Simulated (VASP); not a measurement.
Here is a VASP 6.6.1 calculation.

Contents of INCAR:

```
SYSTEM = Si16Ge
ALGO = Normal
EDIFF = 1E-7
ENCUT = 520
GGA = PE
ISIF = 2
ISMEAR = 0
IVDW = 12
LASPH = .True.
LCHARG = .False.
LREAL = Auto
LWAVE = .False.
NBANDS = 53
NELM = 60
PREC = Accurate
SIGMA = 0.02
```

File KPOINTS:

```
k-points
0
Gamma
  2 2 2
  0 0 0
```

The input POSCAR:

```
Si16Ge
1.0
    0.0000000000      5.4300000000      5.4300000000
    5.4300000000      0.0000000000      5.4300000000
    5.4300000000      5.4300000000      0.0000000000
Si Ge
16 1
Direct
    0.0007207958     -0.0015796063      0.0005597698
    0.1194613059      0.1310322846      0.1199148580
   -0.0119173515      0.0031811812      0.5020782942
    0.1217698891      0.1286729961      0.6282738187
    0.0001290093      0.5017142952      0.0012906844
    0.1247715251      0.6257003943      0.1253413989
    0.0008223284      0.5009542979      0.4980566175
    0.1197929114      0.6205770778      0.6303882479
    0.5016260621      0.0081144017     -0.0116291115
    0.6297828393      0.1307106974      0.1202196790
    0.5071463474      0.0023771361      0.5028227003
    0.6248841220      0.1254982187      0.6251600778
    0.4974671605      0.5016341902      0.0013767070
    0.6278795798      0.6226032078      0.1222587038
    0.5023980682      0.4887115821      0.5077686418
    0.6301134124      0.6202297956      0.6306794413
    0.3749057348      0.8754610796      0.3751224211
```

Potentials or basis: VASP PAW PBE potentials, release 64 (Si, Ge_d).

The run is started by

```console
$ cat potpaw_PBE.64/Si/POTCAR potpaw_PBE.64/Ge_d/POTCAR > POTCAR
$ mpirun -np 1 vasp_std > vasp.out
```

Q: Estimate the pressure.

A: 3.7 GPa.

Q: Predict the largest force.

A: 0.008 eV/Å.

Q: Predict the dispersion energy per atom.

A: -0.333 eV.

Q: What does it give for the band gap on the k mesh?

A: Zero (band 39 reaches 7.00 eV, above the bottom of band 40 at 6.67 eV).

Stress tensor (GPa, compression positive):
```
3.39 0.00 0.00
0.00 3.86 0.00
0.00 0.00 3.79
```

Caveat: the k points lie up to 0.50 Å⁻¹ apart.
